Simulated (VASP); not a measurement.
Write the native input for VASP 6.6.1 that does the following.

```yaml
Task: single point
Functional: r2SCAN
Potentials_or_basis: VASP PAW PBE potentials, release 64 (Be, S)
Cutoff: 520 eV
k_mesh: 10 × 10 × 10
Occupations: gaussian, width 0.01 eV
Spin: no spin polarisation
Dipole_correction: no
Further_INCAR_settings: ALGO = Normal; EDIFF = 1e-06; NBANDS = 11
```

Crystal: BeS.

```
Be S
1.0
     0.00000    2.53168    2.35552
     2.53168    0.00000    2.35552
     2.53168    2.53168    0.00000
Be S
1 1
Direct
  0.00000 0.00000 0.00000
  0.25000 0.25000 0.25000
```

This cell differs from its parent crystal: epitaxial xy strain +4.0%.

The input as run:

POSCAR

```
BeS
1.0
    0.0000000000      2.5316784796      2.3555199058
    2.5316784796      0.0000000000      2.3555199058
    2.5316784796      2.5316784796      0.0000000000
Be S
1 1
Direct
    0.0000000000      0.0000000000      0.0000000000
    0.2500000000      0.2500000000      0.2500000000
```

INCAR.step1

```
SYSTEM = BeS
PREC = Accurate
ENCUT = 520
ISMEAR = 0
SIGMA = 0.01
LREAL = .FALSE.
LASPH = .TRUE.
NELM = 80
NBANDS = 11
GGA = PE
ALGO = Normal
EDIFF = 1E-4
LWAVE = .TRUE.
LCHARG = .FALSE.
```

INCAR.step2

```
SYSTEM = BeS
PREC = Accurate
ENCUT = 520
EDIFF = 1E-6
ISMEAR = 0
SIGMA = 0.01
LREAL = .FALSE.
LASPH = .TRUE.
NELM = 80
ALGO = Normal
ISIF = 2
LWAVE = .FALSE.
LCHARG = .TRUE.
METAGGA = R2SCAN
LMIXTAU = .TRUE.
LELF = .TRUE.
LVHAR = .TRUE.
NBANDS = 11
ISTART = 1
```

KPOINTS

```
Automatic mesh
0
G
  10 10 10
  0 0 0
```

Potentials or basis: VASP PAW PBE potentials, release 64 (Be, S).

The run is started by

```bash
$ cat potpaw_PBE.64/Be/POTCAR potpaw_PBE.64/S/POTCAR > POTCAR
$ cp INCAR.step1 INCAR
$ mpirun -np 1 vasp_std > vasp.out
$ cp INCAR.step2 INCAR
$ mpirun -np 1 vasp_std > vasp.out
```

Results of the run:

```
Pressure               : -3.9 GPa
Band gap on the k mesh : 3.15 eV, indirect (least direct gap 5.94 eV)
```

Caveat: the cell differs from its parent crystal (epitaxial xy strain +4.0%); the PAW data sets were made with another functional, which shifts forces and pressure a little.

It took 80 s on 1 thread of Intel(R) Xeon(R) Platinum 8559C (Emerald Rapids) (shared host), peak memory 0.17 GiB.
